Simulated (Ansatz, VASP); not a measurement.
**Two plane-wave programs on CaO**

```
CELL_PARAMETERS angstrom
3.99198 0.00000 0.00000
-1.99599 3.45715 0.00000
0.00000 0.00000 4.78484
ATOMIC_POSITIONS crystal
Ca 0.29718 0.64859 0.75000
Ca 0.63051 0.31525 0.25000
O 0.33333 0.66667 0.25000
O 0.66667 0.33333 0.75000
```

Change from the starting cell: all Ca atoms moved +0.125 Å, as atom 1 towards its neighbour atom 4 (O) at 2.305 Å.

Alike in both runs: task single point; functional PBEsol; k mesh 9 × 9 × 6; occupations gaussian, width 0.05 eV; no spin polarisation.

```csv
,VASP,Ansatz
version,VASP 6.6.1,Ansatz 0.2.0
potentials or method,"VASP PAW PBE potentials, release 64 (Ca_sv, O), cutoff 520 eV","scalar-relativistic, plane waves, PAW"
valence electrons in the cell,32,32
```

Ansatz gave:

| Property | Result |
| --- | --- |
| gap on the k mesh at the Fermi level (eV) | 3.07 |
| least direct gap on the mesh (eV) | 3.07 |
| pressure (GPa) | -1.7 |
| traceless stress, the component that is largest in VASP (GPa) | -0.89 |
| rms of the force components (eV/Å) | 0.411 |

Q: Which values does VASP return?

A: gap on the k mesh at the Fermi level (eV): 3.06; least direct gap on the mesh (eV): 3.06; pressure (GPa): -1.2; traceless stress, the component that is largest in VASP (GPa): -0.88; rms of the force components (eV/Å): 0.425.

VASP's potentials were made for PBE, not for PBEsol. Atom by atom the forces differ by 0.013 eV/Å (rms over components). With one functional, cell and mesh, what is left measures potentials, basis and numerics.
